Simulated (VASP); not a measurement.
# H3C2 (C2/m) in VASP: a series of runs

The runs below take H3C2 through relaxation of shape and atoms at fixed volume, with PBE+D3(BJ).

All numbers are computed with VASP 6.6.1; they aren't measurements. Logs are shortened: lines on timing, memory, paths and dates and some standing lists are left out, and cuts for length are marked.

### 1 The cell of the first run

Symmetry: C2/m, No. 12, monoclinic system. The conventional cell has a = 6.820 Å, b = 6.364 Å, c = 4.203 Å, α = 90.00°, β = 97.60°, γ = 90.00°. H (site symmetry m) has 1 C at 1.09 Å within 1.5 Å. Within 1.5 Å of H (site symmetry 1) lie 1 C at 1.09 Å. Within 1.6 Å of C (site symmetry m) lie 2 C at 1.20 to 1.44 Å. Within 1.5 Å of C (site symmetry m) lie 3 H at 1.09 Å and 1 C at 1.44 Å.

### 2 Relaxation of shape and atoms at fixed volume, PBE+D3(BJ) (9.04 Å³/atom)

File INCAR:

```
PREC     = Accurate       # precision mode
ENCUT    = 600            # plane-wave cutoff, eV
EDIFF    = 1E-6           # SCF threshold, eV
ISMEAR   = 0              # smearing method
SIGMA    = 0.02           # smearing width, eV
LREAL    = False          # projectors in reciprocal space
LASPH    = True           # aspherical terms in the spheres
NELM     = 60             # most SCF steps
ALGO     = Normal         # electronic algorithm
ISIF     = 4              # what is computed and relaxed
LWAVE    = False          # write WAVECAR
LCHARG   = False          # write CHGCAR
GGA      = PE             # functional
IVDW     = 12             # dispersion correction
IBRION   = 2              # ionic algorithm
NSW      = 50             # ionic steps
EDIFFG   = -0.01          # ionic threshold
```

File KPOINTS:

```
regular mesh
0
Gamma
  6 6 6
```

File POSCAR:

```
H3C2
1.0
    3.4090502175     -3.1817775424      0.0812208872
    3.4090502175      3.1817775424      0.0812208872
   -0.6546984109      0.0000000000      4.1512863898
H C
6 4
Direct
    0.2553486201      0.2553486201      0.5269281635
    0.7446513799      0.7446513799      0.4730718365
    0.2178171978      0.4943985518      0.2240209383
    0.5056014482      0.7821828022      0.7759790617
    0.7821828022      0.5056014482      0.7759790617
    0.4943985518      0.2178171978      0.2240209383
    0.0796811746      0.0796811746      0.0807278598
    0.9203188254      0.9203188254      0.9192721402
    0.2708796964      0.2708796964      0.2726958582
    0.7291203036      0.7291203036      0.7273041418
```

Potentials or basis: VASP PAW PBE potentials, release 64 (H, C).

Launch:

```sh
$ cat potpaw_PBE.64/H/POTCAR potpaw_PBE.64/C/POTCAR > POTCAR
$ mpirun -np 1 vasp_std > vasp.out
```

OUTCAR:

```text
PREC = Accurate
   ENCUT = 600
   EDIFF = 1E-6
   ISMEAR = 0
   LREAL = False
   LASPH = True
   NELM = 60
   ISIF = 4
   GGA = PE
   IVDW = 12
   IBRION = 2
   NSW = 50
   EDIFFG = -0.01
 IVDW          = 12

 ion  position               nearest neighbor table
   1  0.255  0.255  0.527-   9 1.09
   2  0.745  0.745  0.473-  10 1.09
   3  0.218  0.494  0.224-   9 1.09
   4  0.506  0.782  0.776-  10 1.09
   5  0.782  0.506  0.776-  10 1.09
   6  0.494  0.218  0.224-   9 1.09
   7  0.080  0.080  0.081-   8 1.20   9 1.44
   8  0.920  0.920  0.919-   7 1.20  10 1.44
   9  0.271  0.271  0.273-   1 1.09   3 1.09   6 1.09   7 1.44
  10  0.729  0.729  0.727-   2 1.09   4 1.09   5 1.09   8 1.44

  LATTYP: Found a base centered monoclinic cell.
 ALAT       =     6.8200352544
 B/A-ratio  =     0.9330677698
 C/A-ratio  =     0.6162131595
 COS(beta)  =    -0.1322125853

  Lattice vectors:

 A1 = (   3.4090502175,  -3.1817775424,   0.0812208872)
 A2 = (   3.4090502175,   3.1817775424,   0.0812208872)
 A3 = (  -0.6546984109,   0.0000000000,   4.1512863898)

Analysis of symmetry for initial positions (statically):
=====================================================================
 Subroutine PRICEL returns:
 Original cell was already a primitive cell.

 Routine SETGRP: Setting up the symmetry group for a
 base centered monoclinic supercell.

 Subroutine GETGRP returns: Found  4 space group operations
 (whereof  4 operations were pure point group operations)
 out of a pool of  4 trial point group operations.

The static configuration has the point symmetry C_2h.

Analysis of symmetry for dynamics (positions and initial velocities):
=====================================================================
 Subroutine PRICEL returns:
 Original cell was already a primitive cell.

 Routine SETGRP: Setting up the symmetry group for a
 base centered monoclinic supercell.

 Subroutine GETGRP returns: Found  4 space group operations
 (whereof  4 operations were pure point group operations)
 out of a pool of  4 trial point group operations.

The dynamic configuration has the point symmetry C_2h.

 Subroutine INISYM returns: Found  4 space group operations
 (whereof  4 operations are pure point group operations),
 and found     1 'primitive' translations

----------------------------------------------------------------------------------------

                                     Primitive cell

  volume of cell :      90.3951

  direct lattice vectors                    reciprocal lattice vectors
     3.409050217 -3.181777542  0.081220887     0.146119381 -0.157144864  0.023044454
     3.409050217  3.181777542  0.081220887     0.146119381  0.157144864  0.023044454
    -0.654698411  0.000000000  4.151286390    -0.005717720  0.000000000  0.239987446

  length of vectors
     4.663896284  4.663896284  4.202595472     0.215815729  0.215815729  0.240055549

  position of ions in fractional coordinates (direct lattice)
     0.255348620  0.255348620  0.526928164
     0.744651380  0.744651380  0.473071836
     0.217817198  0.494398552  0.224020938
     0.505601448  0.782182802  0.775979062
     0.782182802  0.505601448  0.775979062
     0.494398552  0.217817198  0.224020938
     0.079681175  0.079681175  0.080727860
     0.920318825  0.920318825  0.919272140
     0.270879696  0.270879696  0.272695858
     0.729120304  0.729120304  0.727304142

  ion indices of the primitive-cell ions
   primitive index   ion index
                 1           1
                 2           2
                 3           3
                 4           4
                 5           5
                 6           6
                 7           7
                 8           8
                 9           9
                10          10

----------------------------------------------------------------------------------------

 KPOINTS: regular mesh

Automatic generation of k-mesh.
 Grid dimensions read from file:
 generate k-points for:    6    6    6

 Generating k-lattice:

  Cartesian coordinates                     Fractional coordinates (reciprocal lattice)
     0.024353230 -0.026190811  0.003840742     0.166666667 -0.000000000  0.000000000
     0.024353230  0.026190811  0.003840742    -0.000000000  0.166666667  0.000000000
    -0.000952953  0.000000000  0.039997908    -0.000000000 -0.000000000  0.166666667

  Length of vectors
     0.035969288  0.035969288  0.040009258

  Shift w.r.t. Gamma in fractional coordinates (k-lattice)
     0.000000000  0.000000000  0.000000000

 Subroutine IBZKPT returns following result:
 ===========================================

 Found     68 irreducible k-points:

 Following reciprocal coordinates:
            Coordinates               Weight
  0.000000  0.000000  0.000000      1.000000
  0.166667  0.000000  0.000000      4.000000
  0.333333  0.000000  0.000000      4.000000
  0.500000  0.000000  0.000000      2.000000
  0.166667  0.166667  0.000000      2.000000
  0.333333  0.166667  0.000000      4.000000
[... 16 lines left out ...]
 -0.333333  0.166667  0.166667      4.000000
 -0.166667  0.166667  0.166667      4.000000
 [... further k-points ...]
   k-points           NKPTS =     68   k-points in BZ     NKDIM =     68   number of bands    NBANDS=     17
   number of dos      NEDOS =    301   number of ions     NIONS =     10
   total plane-waves  NPLWV =  57600
   dimension x,y,z NGX =    40 NGY =   40 NGZ =   36
   dimension x,y,z NGXF=    80 NGYF=   80 NGZF=   72
   ions per type =               6   4
   NGX,Y,Z   is equivalent  to a cutoff of  14.26, 14.26, 14.24 a.u.
   NGXF,Y,Z  is equivalent  to a cutoff of  28.52, 28.52, 28.48 a.u.
 SYSTEM =  unknown system
   PREC   = accura    normal or accurate (medium, high low for compatibility)
   ISTART =      0    job   : 0-new  1-cont  2-samecut
   ICHARG =      2    charge: 1-file 2-atom 10-const
   ISPIN  =      1    spin polarized calculation?
   LNONCOLLINEAR =      F non collinear calculations
   LSORBIT =      F    spin-orbit coupling
   LASPH  =      T    aspherical Exc in radial PAW
   ENCUT  =  600.0 eV  44.10 Ry    6.64 a.u.   9.31  9.31  8.39*2*pi/ulx,y,z
   NELM   =     60;   NELMIN=  2; NELMDL= -5     # of ELM steps
   EDIFF  = 0.1E-05   stopping-criterion for ELM
   LREAL  =      F    real-space projection
   EDIFFG = -.1E-01   stopping-criterion for IOM
   NSW    =     50    number of steps for IOM
   IBRION =      2    ionic relax: 0-MD 1-quasi-New 2-CG
   NFREE  =      1    steps in history (QN), initial steepest desc. (CG)
   ISIF   =      4    stress and relaxation
   ISYM   =      2    0-nonsym 1-usesym 2-fastsym
   POTIM  = 0.5000    time-step for ionic-motion
   TEBEG  =    0.0;   TEEND  =   0.0 temperature during run
   PSTRESS=    0.0 pullay stress
   NELECT =      22.0000    total number of electrons
   NUPDOWN=      -1.0000    fix difference up-down
   EMIN   =  10.00;   EMAX   =-10.00  energy-range for DOS
   EFERMI =   0.00;   METHOD = LEGACY
   ISMEAR =     0;   SIGMA  =   0.02  broadening in eV -4-tet -1-fermi 0-gaus
   EFERMI_NEDOS =   21; number of points for ismear=-14 and -15
   IALGO  =     38    algorithm
   IMIX   =      4    mixing-type and parameters
     AMIX     =   0.40;   BMIX     =  1.00
     AMIX_MAG =   1.60;   BMIX_MAG =  1.00
  volume/ion in A,a.u.               =       9.04        61.00
  Fermi-wavevector in a.u.,A,eV,Ry     =   1.022118  1.931522 14.214336  1.044724
  Thomas-Fermi vector in A             =   2.155779
   LORBIT       =      0    0 simple, 1 ext, 2 COOP (PROOUT), +10 PAW based schemes
   GGA     = PE    functional components
   LHFCALC =     F    Hartree Fock is set to
   AEXX    =    0.0000 exact exchange contribution
   IVDW    =    12    specifies the selected vdW correction
   LEPSILON=     F    determine dielectric tensor
   LRPA    =     F    only Hartree local field effects (RPA)
 conjugate gradient relaxation of ions
 non-spin polarized calculation
 Gauss-broadening in eV      SIGMA  =   0.02
  energy-cutoff  :      600.00
  volume of cell :       90.40
 maximum number of plane-waves:      3038
 NGX is ok and might be reduce to    40
   NGX = 19   NGY = 19   NGZ = 17

--------------------------------------- Ionic step        1  -------------------------------------------

 number of electron      22.0000000 magnetization

 Free energy of the ion-electron system (eV)
  ---------------------------------------------------
  ext. energy  EPLUGINS =         0.00000000
  ---------------------------------------------------
  free energy    TOTEN  =       -56.67284404 eV

  energy without entropy =      -56.67284404  energy(sigma->0) =      -56.67284404

------------------------ aborting loop because EDIFF is reached ----------------------------------------

 Edisp (eV)   -0.61010

 E8    (eV) :    -0.1452

  FORCE on cell =-STRESS in cart. coord.  units (eV):
  Direction    XX          YY          ZZ          XY          YZ          ZX
  --------------------------------------------------------------------------------------
  -------------------------------------------------------------------------------------
  Total       2.63856     1.05188     1.84273     0.00000     0.00000     1.13511
  in kB      46.76636    18.64366    32.66093     0.00000     0.00000    20.11887
  external pressure =       32.69 kB  Pullay stress =        0.00 kB
[... 121 lines left out ...]
  FREE ENERGIE OF THE ION-ELECTRON SYSTEM (eV)
  ---------------------------------------------------
  free  energy   TOTEN  =       -57.2916392235 eV

  energy  without entropy=      -57.2916392235  energy(sigma->0) =      -57.29163922

[... ionic steps 4 to 10 ...]

--------------------------------------- Ionic step       11  -------------------------------------------

 number of electron      22.0000000 magnetization

------------------------ aborting loop because EDIFF is reached ----------------------------------------

 Edisp (eV)   -0.61135

 E8    (eV) :    -0.1457
[... 85 lines left out ...]
  energy  without entropy=      -57.3113426688  energy(sigma->0) =      -57.31134267

--------------------------------------- Ionic step       13  -------------------------------------------

 number of electron      22.0000000 magnetization

 Free energy of the ion-electron system (eV)
  ---------------------------------------------------
  ext. energy  EPLUGINS =         0.00000000
  ---------------------------------------------------
  free energy    TOTEN  =       -56.70005680 eV

  energy without entropy =      -56.70005680  energy(sigma->0) =      -56.70005680

 E-fermi :  -1.1234     XC(G=0):  -7.7325

 val. band max:       -1.2148712406   @ k =   0.5000   0.5000   0.5000
 cond. band min:       3.4865926308   @ k =   0.0000   0.0000   0.0000
 fundamental gap:      4.7014638714
 Fermi energy:        -1.1233762366

 k-point     1 :       0.0000    0.0000    0.0000
  band No.  band energies     occupation
      1     -15.5687      2.00000
      2     -13.9743      2.00000
      3     -12.2391      2.00000
      4      -7.2324      2.00000
      5      -6.5892      2.00000
      6      -6.1849      2.00000
[... 9 lines left out ...]
     16       7.8730      0.00000
     17       8.6582      0.00000
[... 443 lines left out ...]
      1     -15.4230      2.00000
      2     -14.0843      2.00000
      3     -12.2483      2.00000
      4      -7.4187      2.00000
      5      -6.5120      2.00000
      6      -6.2184      2.00000
[... 9 lines left out ...]
     16       7.3958      0.00000
     17       7.9234      0.00000

 [... further k-points ...]

------------------------ aborting loop because EDIFF is reached ----------------------------------------

 Edisp (eV)   -0.61135

 E8    (eV) :    -0.1457

  FORCE on cell =-STRESS in cart. coord.  units (eV):
  Direction    XX          YY          ZZ          XY          YZ          ZX
  --------------------------------------------------------------------------------------
  -------------------------------------------------------------------------------------
  Total       0.03690     0.07314     0.04026     0.00000     0.00000    -0.01032
  in kB       0.65399     1.29635     0.71366     0.00000     0.00000    -0.18295
  external pressure =        0.89 kB  Pullay stress =        0.00 kB
[... 25 lines left out ...]
  FREE ENERGIE OF THE ION-ELECTRON SYSTEM (eV)
  ---------------------------------------------------
  free  energy   TOTEN  =       -57.3114092652 eV

  energy  without entropy=      -57.3114092652  energy(sigma->0) =      -57.31140927

 reached required accuracy - stopping structural energy minimisation
```

Run time: 5.1 min. Hardware: 1 thread of Intel Xeon 6975P-C (Granite Rapids), shared host; peak memory 0.3 GiB.

What came out:

```
Free energy                  : -57.3114 eV
Energy gained by relaxing    : 2.8 meV/atom
Ionic steps                  : 13
Pressure after relaxing      : 0.1 GPa
Largest force after relaxing : 0.010 eV/Å
Band gap on the k mesh       : 4.70 eV (least direct gap 4.93 eV)
Dispersion energy per atom   : -0.061 eV
```

Forces in eV/Å, atoms in the order of the input:
```
H    0.004  0.000  0.002
H   -0.004  0.000 -0.002
H    0.005  0.002  0.000
H   -0.005  0.002  0.000
H   -0.005 -0.002  0.000
H    0.005 -0.002  0.000
C   -0.005  0.000 -0.003
C    0.005  0.000  0.003
C    0.004  0.000  0.009
C   -0.004  0.000 -0.009
```

The path:
| step | energy change (eV) | largest force (eV/Å) | pressure (GPa) | volume (Å³) |
| --- | --- | --- | --- | --- |
| 1 | 0.0000 | 0.7585 | 3.27 | 90.40 |
| 2 | 0.2220 | 6.7504 | -2.23 | 90.40 |
| 3 | -0.0087 | 0.6882 | 2.27 | 90.40 |
| 4 | -0.0255 | 0.1520 | -0.85 | 90.40 |
| 5 | -0.0282 | 0.1657 | -0.01 | 90.40 |
| 6 | -0.0244 | 0.9307 | 0.68 | 90.40 |
| 7 | -0.0283 | 0.0222 | 0.10 | 90.40 |
| 8 | -0.0284 | 0.0195 | 0.11 | 90.40 |
| 9 | -0.0284 | 0.0226 | 0.11 | 90.40 |
| 10 | -0.0285 | 0.0170 | 0.11 | 90.40 |
| 11 | -0.0285 | 0.0272 | 0.10 | 90.40 |
| 12 | -0.0284 | 0.1180 | 0.03 | 90.40 |
| 13 | -0.0285 | 0.0099 | 0.09 | 90.40 |

Final structure:
```
H C
1.0
     3.42009   -3.17222    0.09665
     3.42009    3.17222    0.09665
    -0.63795    0.00000    4.14792
H C
6 4
Direct
  0.25552 0.25552 0.53082
  0.74448 0.74448 0.46918
  0.21750 0.49786 0.22370
  0.50214 0.78250 0.77630
  0.78250 0.50214 0.77630
  0.49786 0.21750 0.22370
  0.07999 0.07999 0.08119
  0.92001 0.92001 0.91881
  0.27186 0.27186 0.27364
  0.72814 0.72814 0.72636
```

A k mesh can miss the band edges.

(Part 1 of 2 ends here.)
